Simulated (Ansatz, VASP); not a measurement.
BP: VASP beside Ansatz

```xyz
2
Lattice="0.0000 2.2715 2.3647 2.3647 0.0000 2.3647 2.3647 2.2715 0.0000" Properties=species:S:1:pos:R:3 pbc="T T T"
B     0.0000    0.0000    0.0000
P     3.5471    3.4073    3.5471
```

Alike in both runs: task single point; functional PBE; k mesh 12 × 12 × 12; occupations gaussian, width 0.05 eV; no spin polarisation.

|  | VASP | Ansatz |
| --- | --- | --- |
| version | VASP 6.6.1 | Ansatz 0.2.0 |
| potentials or method | VASP PAW PBE potentials, release 64 (B, P), cutoff 520 eV | scalar-relativistic, plane waves, PAW |
| valence electrons in the cell | 8 | 8 |

Ansatz gave:

```
gap on the k mesh at the Fermi level (eV)                     : 0.79
least direct gap on the mesh (eV)                             : 2.91
pressure (GPa)                                                : -10.8
traceless stress, the component that is largest in VASP (GPa) : 6.31
```

Task: Which values does VASP return?

Result: gap on the k mesh at the Fermi level (eV): 0.78; least direct gap on the mesh (eV): 2.90; pressure (GPa): -10.9; traceless stress, the component that is largest in VASP (GPa): 6.32.

With one functional, cell and mesh, what is left measures potentials, basis and numerics.
